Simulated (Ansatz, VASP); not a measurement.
## Two plane-wave programs on LiGeN

```
Li Ge N
1.0
     2.98707    0.00000    0.00000
    -1.49353    2.58688    0.00000
     0.00000    0.00000    9.35306
Li Ge N
2 2 2
Direct
  0.66667 0.33333 0.74318
  0.33333 0.66667 0.24318
  0.00000 0.00000 0.49883
  0.00000 0.00000 0.99883
  0.33333 0.66667 0.60263
  0.66667 0.33333 0.10263
```

Alike in both runs: task single point; functional PBE; k mesh 12 × 12 × 4; no spin polarisation.

```csv
,VASP,Ansatz
version,VASP 6.6.1,Ansatz 0.2.0
potentials or method,"VASP PAW PBE potentials, release 64 (Li_sv, Ge_d, N)","plane waves, PAW"
plane-wave cutoff (eV),520,420
occupations,"gaussian, width 0.01 eV",fixed
valence electrons in the cell,44,44
```

```csv
,VASP,Ansatz,Ansatz less VASP
gap on the k mesh at the Fermi level (eV),1.52,1.52,-0.002
rms of the force components (eV/Å),0.209,0.202,-0.0064
```

Atom by atom the forces differ by 0.007 eV/Å (rms over components).

Noted on VASP's run: the cutoff is under 1.25 times that of the potentials, so the pressure is a little rough.
